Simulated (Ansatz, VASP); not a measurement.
# Two plane-wave programs on SnO2

File INCAR:

```
  PREC = Accurate
  ENCUT = 520
  EDIFF = 1E-8
  ISMEAR = -1
  SIGMA = 0.03
  LREAL = F
  LASPH = T
  NELM = 60
  ALGO = Normal
  ISIF = 2
  LWAVE = F
  LCHARG = F
  LEFG = T
  NBANDS = 35
```

File KPOINTS:

```
regular mesh
0
Gamma
  4 4 6
```

POSCAR

```
SnO2
1.0
    4.7373500000      0.0000000000      0.0000000000
    0.0000000000      4.7373500000      0.0000000000
    0.0000000000      0.0000000000      3.1864000000
Sn O
2 4
Direct
    0.0000000000      0.0000000000      0.0000000000
    0.5000000000      0.5000000000      0.5000000000
    0.3056200000      0.3056200000      0.0000000000
    0.1943800000      0.8056200000      0.5000000000
    0.6943800000      0.6943800000      0.0000000000
    0.8056200000      0.1943800000      0.5000000000
```

Input for Ansatz:

```yaml
crystal:
  lattice:
    - [4.73735, 0.0, 0.0]
    - [0.0, 4.73735, 0.0]
    - [0.0, 0.0, 3.1864]
  atoms:
    - { symbol: Sn, position: [0.0, 0.0, 0.0] }
    - { symbol: Sn, position: [0.5, 0.5, 0.5] }
    - { symbol: O, position: [0.30562, 0.30562, 0.0] }
    - { symbol: O, position: [0.19438, 0.80562, 0.5] }
    - { symbol: O, position: [0.69438, 0.69438, 0.0] }
    - { symbol: O, position: [0.80562, 0.19438, 0.5] }
kpoints:
  mp_grid: { grid: [4, 4, 6] }
  band_path:
    path:
      - [0.0, 0.0, 0.0]
      - [0.0, 0.5, 0.0]
      - [0.5, 0.5, 0.0]
      - [0.0, 0.0, 0.0]
      - [0.0, 0.0, 0.5]
      - [0.0, 0.5, 0.5]
      - [0.5, 0.5, 0.5]
      - [0.0, 0.0, 0.5]
      - [0.0, 0.5, 0.0]
    npoints: 14
scf:
  occupations: { method: fermi_dirac, width: 0.03 }
hamiltonian:
  xc: lda
  pseudopotentials: { kind: paw }
output:
  forces: true
  stress: true
  eigenvalues: true
  efg: { contact_densities: true }
  populations: true
  bader: true
  dos: { projected: true, de: 0.2, e_range: [-14, 8] }
  write_density: true
  write_potential: true
  elf: true
  volumetric_format: npy
```

Alike in both runs: task electric field gradients; functional LDA; k mesh 4 × 4 × 6; occupations fermi-dirac, width 0.03 eV; no spin polarisation.

|  | VASP | Ansatz |
| --- | --- | --- |
| version | VASP 6.6.1 | Ansatz 0.2.0 |
| potentials or method | VASP PAW LDA potentials, release 64 (Sn_d, O) | PAW with Ansatz's default frozen-core files, scalar-relativistic |
| plane-wave cutoff (eV) | 520 | 420 |
| valence electrons in the cell | 52 | 52 |

Ansatz gave:

```
gap on the k mesh at the Fermi level (eV)                     : 1.10
pressure (GPa)                                                : -1.0
traceless stress, the component that is largest in VASP (GPa) : 0.38
rms of the force components (eV/Å)                            : 0.033
size of Vzz on the site where it differs most (V/Å²)          : 55.8
```

Q: Estimate VASP's values.

A: gap on the k mesh at the Fermi level (eV): 1.14; pressure (GPa): 0.0; traceless stress, the component that is largest in VASP (GPa): 0.67; rms of the force components (eV/Å): 0.023; size of Vzz on the site where it differs most (V/Å²): 57.6.

LDA's correlation is that of Perdew and Zunger in VASP and of Perdew and Wang (1992) in Ansatz. Atom by atom the forces differ by 0.010 eV/Å (rms over components).
